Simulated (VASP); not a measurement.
Wanted: the native input for a VASP 6.6.1 run.

```
Task                   : single point
Functional             : PBEsol
Potentials or basis    : VASP PAW PBE potentials, release 64 (Ti_sv, N)
Cutoff                 : 520 eV
k mesh                 : 10 × 10 × 1
Occupations            : gaussian, width 0.1 eV
Spin                   : no spin polarisation
Dipole correction      : yes
Further INCAR settings : ALGO = Normal; EDIFF = 1e-07; NBANDS = 44
```

The structure of TiN lies in POSCAR:

```
TiN
1.0
    2.9726300472      0.0000000000      0.0000000000
    0.0000000000      2.9726300472      0.0000000000
    0.0000000000      0.0000000000     23.3059005930
Ti N
4 4
Direct
    0.5000000000      0.5000000000      0.3647145051
    0.0000000000      0.0000000000      0.4549048350
    0.5000000000      0.5000000000      0.5450912841
    0.0000000000      0.0000000000      0.6306390077
    0.0000000000      0.0000000000      0.3647145051
    0.5000000000      0.5000000000      0.4549048350
    0.0000000000      0.0000000000      0.5456195337
    0.5000000000      0.5000000000      0.6375599638
```

The input as run:

INCAR

```
SYSTEM = TiN
ALGO     = Normal         ! electronic algorithm
DIPOL    = 0.5 0.5 0.500
EDIFF    = 1E-7           ! SCF threshold, eV
ENCUT    = 520            ! plane-wave cutoff, eV
GGA      = PS             ! functional
IDIPOL   = 3            
ISIF     = 2              ! what is computed and relaxed
ISMEAR   = 0              ! smearing method
LASPH    = .TRUE.         ! aspherical terms in the spheres
LCHARG   = .FALSE.        ! write CHGCAR
LDIPOL   = .TRUE.       
LREAL    = .FALSE.        ! projectors in reciprocal space
LWAVE    = .FALSE.        ! write WAVECAR
NBANDS   = 44             ! bands
NELM     = 60             ! most SCF steps
PREC     = Accurate       ! precision mode
SIGMA    = 0.1            ! smearing width, eV
```

KPOINTS

```
k-points
0
G
  10 10 1
  0 0 0
```

Potentials or basis: VASP PAW PBE potentials, release 64 (Ti_sv, N).

The run is started by

```bash
$ cat potpaw_PBE.64/Ti_sv/POTCAR potpaw_PBE.64/N/POTCAR > POTCAR
$ mpirun -np 1 vasp_std > vasp.out
```

Results of the run:

```yaml
Largest_force: 2.048 eV/Å
Band_gap_on_the_k_mesh: zero (bands 34 and 35 overlap by 2.43 eV)
```

Caveat: the PAW data sets were made with another functional, which shifts forces and pressure a little.

It took 12 min on 1 thread of Intel Xeon 8259CL, with other jobs on the host, peak memory 0.39 GiB.
